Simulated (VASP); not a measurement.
# MgS (P6_3/mmc) in VASP: a series of runs

MgS is run at these levels: r2SCAN; tasks: single point.

All numbers are computed with VASP 6.6.1; they aren't measurements. Logs are shortened: lines on timing, memory, paths and dates and some standing lists are left out, and cuts for length are marked.

## 1. The cell of the first run

The structure is hexagonal, space group P6_3/mmc (No. 194). Conventional cell: a = 4.208 Å, b = 4.208 Å, c = 5.177 Å, α = 90.00°, β = 90.00°, γ = 120.00°. Mg (site symmetry -6m2) has 5 S at 2.43 to 2.59 Å within 3.2 Å. Within 3.2 Å of S (site symmetry -6m2) lie 5 Mg at 2.43 to 2.59 Å.

## 2. Single point, r2SCAN (volume changed by -6%)

File POSCAR:

```
MgS
1.0
    4.2078528688      0.0000000000      0.0000000000
   -2.1039264344      3.6441074798      0.0000000000
    0.0000000000      0.0000000000      5.1772018039
Mg S
2 2
Direct
    0.3333333333      0.6666666667      0.2500000000
    0.6666666667      0.3333333333      0.7500000000
    0.6666666667      0.3333333333      0.2500000000
    0.3333333333      0.6666666667      0.7500000000
```

File INCAR.step1:

```
SYSTEM = MgS
ALGO = Normal ; EDIFF = 1E-4
ENCUT = 520 ; GGA = PE
ISMEAR = 0 ; LASPH = .True.
LCHARG = .False. ; LREAL = .False.
LWAVE = .True. ; NBANDS = 16
NELM = 60 ; PREC = Accurate
SIGMA = 0.01
```

File INCAR.step2:

```
SYSTEM = MgS
ALGO = Normal ; EDIFF = 1E-6
ENCUT = 520 ; ISIF = 2
ISMEAR = 0 ; ISTART = 1
LASPH = .True. ; LCHARG = .False.
LMIXTAU = .True. ; LREAL = .False.
LWAVE = .False. ; METAGGA = R2SCAN
NBANDS = 16 ; NELM = 60
PREC = Accurate ; SIGMA = 0.01
```

File KPOINTS:

```
k-points
0
Gamma
  6 6 4
  0 0 0
```

Potentials or basis: VASP PAW PBE potentials, release 64 (Mg, S).

The run is started by

```
$ cat potpaw_PBE.64/Mg/POTCAR potpaw_PBE.64/S/POTCAR > POTCAR
$ cp INCAR.step1 INCAR
$ mpirun -np 1 vasp_std > vasp.out
$ cp INCAR.step2 INCAR
$ mpirun -np 1 vasp_std > vasp.out
```

OUTCAR:

```text
SYSTEM = MgS
   EDIFF = 1E-6
   ENCUT = 520
   ISIF = 2
   ISMEAR = 0
   ISTART = 1
   LASPH = .True.
   LREAL = .False.
   METAGGA = R2SCAN
   NELM = 60
   PREC = Accurate

 ion  position               nearest neighbor table
   1  0.333  0.667  0.250-   3 2.43   3 2.43   3 2.43   4 2.59   4 2.59   2 3.55   2 3.55   2 3.55
                             2 3.55   2 3.55   2 3.55
   2  0.667  0.333  0.750-   4 2.43   4 2.43   4 2.43   3 2.59   3 2.59   1 3.55   1 3.55   1 3.55
                             1 3.55   1 3.55   1 3.55
   3  0.667  0.333  0.250-   1 2.43   1 2.43   1 2.43   2 2.59   2 2.59
   4  0.333  0.667  0.750-   2 2.43   2 2.43   2 2.43   1 2.59   1 2.59

  LATTYP: Found a hexagonal cell.
 ALAT       =     4.2078528688
 C/A-ratio  =     1.2303666419

  Lattice vectors:

 A1 = (   4.2078528688,   0.0000000000,   0.0000000000)
 A2 = (  -2.1039264344,   3.6441074798,   0.0000000000)
 A3 = (   0.0000000000,   0.0000000000,   5.1772018039)

Analysis of symmetry for initial positions (statically):
=====================================================================
 Subroutine PRICEL returns:
 Original cell was already a primitive cell.

 Routine SETGRP: Setting up the symmetry group for a
 hexagonal supercell.

 Subroutine GETGRP returns: Found 24 space group operations
 (whereof 12 operations were pure point group operations)
 out of a pool of 24 trial point group operations.

The static configuration has the point symmetry D_3d.
 The point group associated with its full space group is D_6h.

Analysis of symmetry for dynamics (positions and initial velocities):
=====================================================================
 Subroutine PRICEL returns:
 Original cell was already a primitive cell.

 Routine SETGRP: Setting up the symmetry group for a
 hexagonal supercell.

 Subroutine GETGRP returns: Found 24 space group operations
 (whereof 12 operations were pure point group operations)
 out of a pool of 24 trial point group operations.

The dynamic configuration has the point symmetry D_3d.
 The point group associated with its full space group is D_6h.

 Subroutine INISYM returns: Found 24 space group operations
 (whereof 12 operations are pure point group operations),
 and found     1 'primitive' translations
[... 92 lines left out ...]
   LASPH  =      T    aspherical Exc in radial PAW
   ENCUT  =  520.0 eV  38.22 Ry    6.18 a.u.   7.82  7.82  9.63*2*pi/ulx,y,z
   NELM   =     60;   NELMIN=  2; NELMDL=  0     # of ELM steps
   EDIFF  = 0.1E-05   stopping-criterion for ELM
   LREAL  =      F    real-space projection
   EDIFFG = 0.1E-04   stopping-criterion for IOM
   NSW    =      0    number of steps for IOM
   IBRION =     -1    ionic relax: 0-MD 1-quasi-New 2-CG
   NFREE  =      0    steps in history (QN), initial steepest desc. (CG)
   ISIF   =      2    stress and relaxation
   ISYM   =      2    0-nonsym 1-usesym 2-fastsym
   POTIM  = 0.5000    time-step for ionic-motion
   TEBEG  =    0.0;   TEEND  =   0.0 temperature during run
   PSTRESS=    0.0 pullay stress
   NELECT =      16.0000    total number of electrons
   NUPDOWN=      -1.0000    fix difference up-down
   EMIN   =  10.00;   EMAX   =-10.00  energy-range for DOS
   EFERMI =   0.00;   METHOD = LEGACY
   ISMEAR =     0;   SIGMA  =   0.01  broadening in eV -4-tet -1-fermi 0-gaus
   EFERMI_NEDOS =   21; number of points for ismear=-14 and -15
   IALGO  =     38    algorithm
   IMIX   =      4    mixing-type and parameters
     AMIX     =   0.40;   BMIX     =  1.00
     AMIX_MAG =   1.60;   BMIX_MAG =  1.00
  volume/ion in A,a.u.               =      19.85       133.93
  Fermi-wavevector in a.u.,A,eV,Ry     =   0.959841  1.813836 12.534972  0.921294
  Thomas-Fermi vector in A             =   2.089072
   LORBIT       =      0    0 simple, 1 ext, 2 COOP (PROOUT), +10 PAW based schemes
   METAGGA = R2SCAN    functional components
   LHFCALC =     F    Hartree Fock is set to
   AEXX    =    0.0000 exact exchange contribution
   IVDW    =     0    specifies the selected vdW correction
   LEPSILON=     F    determine dielectric tensor
   LRPA    =     F    only Hartree local field effects (RPA)
 non-spin polarized calculation
 Gauss-broadening in eV      SIGMA  =   0.01
  energy-cutoff  :      520.00
  volume of cell :       79.39
 maximum number of plane-waves:      2173
 NGX is ok and might be reduce to    32
   NGX = 15   NGY = 15   NGZ = 19

 number of electron      16.0000000 magnetization

 Free energy of the ion-electron system (eV)
  ---------------------------------------------------
  ext. energy  EPLUGINS =         0.00000000
  ---------------------------------------------------
  free energy    TOTEN  =       -30.77362637 eV

  energy without entropy =      -30.77362637  energy(sigma->0) =      -30.77362637

 E-fermi :   2.7320     XC(G=0):  -9.3544

 val. band max:        2.6367927797   @ k =   0.0000   0.0000   0.0000
 cond. band min:       6.3906184219   @ k =   0.0000   0.0000   0.0000
 fundamental gap:      3.7538256422
 Fermi energy:         2.7320416901

 k-point     1 :       0.0000    0.0000    0.0000
  band No.  band energies     occupation
      1     -10.5502      2.00000
      2      -8.8334      2.00000
      3      -1.6206      2.00000
      4       0.3866      2.00000
      5       0.3866      2.00000
      6       1.6345      2.00000
[... 376 lines left out ...]
      3      -1.7560      2.00000
      4      -1.7560      2.00000
      5      -0.3642      2.00000
      6      -0.3642      2.00000
[... 8 lines left out ...]
     15      11.9966      0.00000
     16      11.9966      0.00000

------------------------ aborting loop because EDIFF is reached ----------------------------------------

  FORCE on cell =-STRESS in cart. coord.  units (eV):
  Direction    XX          YY          ZZ          XY          YZ          ZX
  --------------------------------------------------------------------------------------
  -------------------------------------------------------------------------------------
  Total        2.0950914      2.0950914      1.9873449      0.0000000      0.0000000      0.0000000
  in kB       42.2830922     42.2830922     40.1085537      0.0000000      0.0000000      0.0000000
  external PRESSURE =      41.5582461 kB  Pullay stress =       0.0000000 kB

 VOLUME and BASIS-vectors are now :
 -----------------------------------------------------------------------------
  energy-cutoff  :      520.00
  volume of cell :       79.39
      direct lattice vectors                 reciprocal lattice vectors
     4.207852869  0.000000000  0.000000000     0.237650895  0.137207808  0.000000000
    -2.103926434  3.644107480  0.000000000     0.000000000  0.274415616  0.000000000
     0.000000000  0.000000000  5.177201804     0.000000000  0.000000000  0.193154534

 POSITION                                       TOTAL-FORCE (eV/Angst)
 -----------------------------------------------------------------------------------
     -0.00000      2.42940      1.29430        -0.000000      0.000000      0.000000
      2.10393      1.21470      3.88290         0.000000     -0.000000      0.000000
      2.10393      1.21470      1.29430        -0.000000     -0.000000      0.000000
     -0.00000      2.42940      3.88290        -0.000000      0.000000      0.000000
 -----------------------------------------------------------------------------------
    total drift:                               -0.000000      0.000000     -0.000000

  FREE ENERGIE OF THE ION-ELECTRON SYSTEM (eV)
  ---------------------------------------------------
  free  energy   TOTEN  =       -30.7736263689 eV

  energy  without entropy=      -30.7736263689  energy(sigma->0) =      -30.77362637
```

OSZICAR.step1:

```text
N       E                     dE             d eps       ncg     rms          rms(c)
DAV:   1     0.624822020575E+02    0.62482E+02   -0.61944E+03   672   0.821E+02
DAV:   2    -0.123373199962E+02   -0.74820E+02   -0.66952E+02   976   0.143E+02
DAV:   3    -0.176998158743E+02   -0.53625E+01   -0.53378E+01   872   0.409E+01
DAV:   4    -0.177592689516E+02   -0.59453E-01   -0.59443E-01   888   0.524E+00
DAV:   5    -0.177603688286E+02   -0.10999E-02   -0.10998E-02   856   0.724E-01    0.642E+00
DAV:   6    -0.168600161209E+02    0.90035E+00   -0.13007E+00   712   0.533E+00    0.498E+00
DAV:   7    -0.167699686895E+02    0.90047E-01   -0.42562E-01   840   0.310E+00    0.347E+00
DAV:   8    -0.167803996096E+02   -0.10431E-01   -0.36651E-02   784   0.121E+00    0.193E+00
DAV:   9    -0.167786389397E+02    0.17607E-02   -0.33832E-03   760   0.398E-01    0.323E-01
DAV:  10    -0.167791252851E+02   -0.48635E-03   -0.13962E-03   824   0.175E-01    0.128E-01
DAV:  11    -0.167791204675E+02    0.48176E-05   -0.14680E-04   736   0.645E-02
   1 F= -.16779120E+02 E0= -.16779120E+02  d E =-.276649E-32
```

Run time: 56 s. Hardware: 1 thread of Intel Xeon 6975P-C, shared host; peak memory 0.21 GiB.

What came out:

```yaml
Free_energy: -30.7736 eV
Pressure: 4.2 GPa
Band_gap_on_the_k_mesh: 3.75 eV, direct
```

Caveat: the cell differs from its parent crystal (volume changed by -6%); the PAW data sets were made with another functional, which shifts forces and pressure a little.

## 3. Single point, r2SCAN (volume changed by -3%)

File POSCAR:

```
MgS
1.0
    4.2521493121      0.0000000000      0.0000000000
   -2.1260746561      3.6824693250      0.0000000000
    0.0000000000      0.0000000000      5.2317026701
Mg S
2 2
Direct
    0.3333333333      0.6666666667      0.2500000000
    0.6666666667      0.3333333333      0.7500000000
    0.6666666667      0.3333333333      0.2500000000
    0.3333333333      0.6666666667      0.7500000000
```

File INCAR.step1:

```
SYSTEM = MgS
PREC     = Accurate       ! precision mode
ENCUT    = 520            ! plane-wave cutoff, eV
ISMEAR   = 0              ! smearing method
SIGMA    = 0.01           ! smearing width, eV
LREAL    = .False.        ! projectors in reciprocal space
LASPH    = .True.         ! aspherical terms in the spheres
NELM     = 60             ! most SCF steps
NBANDS   = 16             ! bands
GGA      = PE             ! functional
ALGO     = Normal         ! electronic algorithm
EDIFF    = 1E-4           ! SCF threshold, eV
LWAVE    = .True.         ! write WAVECAR
LCHARG   = .False.        ! write CHGCAR
```

File INCAR.step2:

```
SYSTEM = MgS
PREC     = Accurate       ! precision mode
ENCUT    = 520            ! plane-wave cutoff, eV
EDIFF    = 1E-6           ! SCF threshold, eV
ISMEAR   = 0              ! smearing method
SIGMA    = 0.01           ! smearing width, eV
LREAL    = .False.        ! projectors in reciprocal space
LASPH    = .True.         ! aspherical terms in the spheres
NELM     = 60             ! most SCF steps
ALGO     = Normal         ! electronic algorithm
ISIF     = 2              ! what is computed and relaxed
LWAVE    = .False.        ! write WAVECAR
LCHARG   = .False.        ! write CHGCAR
METAGGA  = R2SCAN         ! meta-GGA
LMIXTAU  = .True.       
NBANDS   = 16             ! bands
ISTART   = 1
```

File KPOINTS:

```
regular mesh
0
Gamma
  6 6 4
  0 0 0
```

Potentials or basis: VASP PAW PBE potentials, release 64 (Mg, S).

The run is started by

```
$ cat potpaw_PBE.64/Mg/POTCAR potpaw_PBE.64/S/POTCAR > POTCAR
$ cp INCAR.step1 INCAR
$ mpirun -np 1 vasp_std > vasp.out
$ cp INCAR.step2 INCAR
$ mpirun -np 1 vasp_std > vasp.out
```

It took 62 s on 1 thread of Intel Xeon 6975P-C, shared host; peak memory 0.21 GiB.

It converged, with:

```yaml
Free_energy: -30.8201 eV
Pressure: 1.7 GPa
Band_gap_on_the_k_mesh: 3.69 eV, direct
```

Levels at points of the mesh, in eV from the valence-band top:
```tsv
k point	band 5	band 6	band 7	band 8	band 9	band 10	band 11	band 12
(0.00, 0.00, 0.00)	-2.16	-0.96	-0.96	0.00	3.69	3.78	6.60	6.60
(0.50, 0.00, 0.00)	-2.84	-2.61	-1.71	-0.86	3.84	6.11	6.57	6.97
(0.00, 0.00, 0.50)	-1.59	-1.59	-1.59	-1.59	5.29	5.29	6.51	6.51
(0.50, 0.00, 0.50)	-2.02	-2.02	-0.91	-0.91	5.02	5.02	7.14	7.14
```

Caveat: the cell differs from its parent crystal (volume changed by -3%); the PAW data sets were made with another functional, which shifts forces and pressure a little.

## 4. Single point, r2SCAN

This run uses another cell than the first one, of 21.11 Å³/atom, 1.064 times its volume.

File POSCAR:

```
MgS
1.0
    4.2955415878      0.0000000000      0.0000000000
   -2.1477707939      3.7200481381      0.0000000000
    0.0000000000      0.0000000000      5.2850910786
Mg S
2 2
Direct
    0.3333333333      0.6666666667      0.2500000000
    0.6666666667      0.3333333333      0.7500000000
    0.6666666667      0.3333333333      0.2500000000
    0.3333333333      0.6666666667      0.7500000000
```

File INCAR.step1:

```
SYSTEM = MgS
ALGO     = Normal         ! electronic algorithm
EDIFF    = 1E-4           ! SCF threshold, eV
ENCUT    = 520            ! plane-wave cutoff, eV
GGA      = PE             ! functional
ISMEAR   = 0              ! smearing method
LASPH    = .True.         ! aspherical terms in the spheres
LCHARG   = .False.        ! write CHGCAR
LREAL    = .False.        ! projectors in reciprocal space
LWAVE    = .True.         ! write WAVECAR
NBANDS   = 16             ! bands
NELM     = 80             ! most SCF steps
PREC     = Accurate       ! precision mode
SIGMA    = 0.01           ! smearing width, eV
```

File INCAR.step2:

```
SYSTEM = MgS
ALGO     = Normal         ! electronic algorithm
EDIFF    = 1E-7           ! SCF threshold, eV
ENCUT    = 520            ! plane-wave cutoff, eV
ISIF     = 2              ! what is computed and relaxed
ISMEAR   = 0              ! smearing method
ISTART   = 1            
LASPH    = .True.         ! aspherical terms in the spheres
LCHARG   = .True.         ! write CHGCAR
LELF     = .True.         ! ELF
LMIXTAU  = .True.       
LREAL    = .False.        ! projectors in reciprocal space
LVHAR    = .True.       
LWAVE    = .False.        ! write WAVECAR
METAGGA  = R2SCAN         ! meta-GGA
NBANDS   = 16             ! bands
NELM     = 80             ! most SCF steps
PREC     = Accurate       ! precision mode
SIGMA    = 0.01           ! smearing width, eV
```

File KPOINTS:

```
k-points
0
Gamma
  6 6 4
  0 0 0
```

The run is started by

```
$ cat potpaw_PBE.64/Mg/POTCAR potpaw_PBE.64/S/POTCAR > POTCAR
$ cp INCAR.step1 INCAR
$ mpirun -np 1 vasp_std > vasp.out
$ cp INCAR.step2 INCAR
$ mpirun -np 1 vasp_std > vasp.out
```

Run time: 74 s. Hardware: 1 thread of Intel Xeon 6975P-C, shared host; peak memory 0.21 GiB.

The run converged. Its results:

- Free energy: -30.8310 eV
- Pressure: -0.4 GPa
- Band gap on the k mesh: 3.63 eV, direct

Stress tensor (GPa, compression positive):
```
-0.38  0.00  0.00
 0.00 -0.38  0.00
 0.00  0.00 -0.30
```

Levels at points of the mesh, in eV from the valence-band top:
| k point | band 4 | band 5 | band 6 | band 7 | band 8 | band 9 | band 10 | band 11 | band 12 | band 13 |
| --- | --- | --- | --- | --- | --- | --- | --- | --- | --- | --- |
| (0.00, 0.00, 0.00) | -2.08 | -2.08 | -0.91 | -0.91 | 0.00 | 3.63 | 3.64 | 6.58 | 6.58 | 8.40 |
| (0.50, 0.00, 0.00) | -2.78 | -2.73 | -2.54 | -1.63 | -0.83 | 3.85 | 5.98 | 6.58 | 7.02 | 8.14 |
| (0.00, 0.00, 0.50) | -2.38 | -1.53 | -1.53 | -1.53 | -1.53 | 5.19 | 5.19 | 6.51 | 6.51 | 6.51 |
| (0.50, 0.00, 0.50) | -4.23 | -1.94 | -1.94 | -0.86 | -0.86 | 4.99 | 4.99 | 7.08 | 7.08 | 9.47 |

Caveat: the PAW data sets were made with another functional, which shifts forces and pressure a little.

(Continued in part 2 of 2.)
